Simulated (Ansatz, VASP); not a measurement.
## One calculation of KI, two programs

File POSCAR:

```
KI
1.0
    0.0000000000      3.9658942500      3.9658942500
    3.9658942500      0.0000000000      3.9658942500
    3.9658942500      3.9658942500      0.0000000000
K I
1 1
Direct
    0.0000000000      0.0000000000      0.0000000000
    0.2500000000      0.2500000000      0.2500000000
```

File INCAR.step1:

```
SYSTEM = KI
PREC = Accurate
ENCUT = 520
EDIFF = 1E-5
ISMEAR = 0
SIGMA = 0.01
LREAL = .FALSE.
LASPH = .TRUE.
NELM = 60
ALGO = Normal
ISIF = 2
LWAVE = .TRUE.
LCHARG = .FALSE.
GGA = PE
NBANDS = 15
```

The input INCAR.step2:

```
SYSTEM = KI
PREC = Accurate
ENCUT = 520
EDIFF = 1E-6
ISMEAR = 0
SIGMA = 0.01
LREAL = .FALSE.
LASPH = .TRUE.
NELM = 60
ALGO = Normal
ISIF = 2
LWAVE = .FALSE.
LCHARG = .FALSE.
GGA = PE
LHFCALC = .TRUE.
AEXX = 0.05
HFSCREEN = 0.5
PRECFOCK = Normal
ISTART = 1
NBANDS = 15
```

File KPOINTS:

```
Automatic mesh
0
G
  4 4 4
  0 0 0
```

Input for Ansatz:

```yaml
crystal:
  lattice:
    - [0.0, 3.96589425, 3.96589425]
    - [3.96589425, 0.0, 3.96589425]
    - [3.96589425, 3.96589425, 0.0]
  atoms:
    - { symbol: K, position: [0.0, 0.0, 0.0] }
    - { symbol: I, position: [0.25, 0.25, 0.25] }
kpoints:
  mp_grid: { grid: [4, 4, 4] }
hamiltonian:
  xc: { exchange: pbe, correlation: pbe, exx: { coeff: 0.05, omega: 0.5 } }
scf:
  occupations: { method: fixed }
  n_extra_bands: 4
output:
  forces: true
  stress: true
  eigenvalues: true
```

Alike in both runs: task single point; functional PBE-based screened hybrid; k mesh 4 × 4 × 4; no spin polarisation.

|  | VASP | Ansatz |
| --- | --- | --- |
| version | VASP 6.6.1 | Ansatz 0.2.0 |
| potentials or method | VASP PAW PBE potentials, release 64 (K_sv, I) | plane waves |
| plane-wave cutoff (eV) | 520 | 420 |
| occupations | gaussian, width 0.01 eV | fixed |
| valence electrons in the cell | 16 | 26 |

```csv
,VASP,Ansatz,Ansatz less VASP
gap on the k mesh at the Fermi level (eV),4.02,4.02,+0.004
pressure (GPa),0.2,0.2,-0.01
```

VASP's potentials were made for PBE, not for PBE-based screened hybrid. VASP's potentials hold 16 valence electrons a cell and Ansatz's 26, so a difference there can come from the potentials and not from the codes. Ansatz's warnings: stress exchange threshold loose, stress scf threshold loose.

Neither program's run includes spin-orbit coupling.
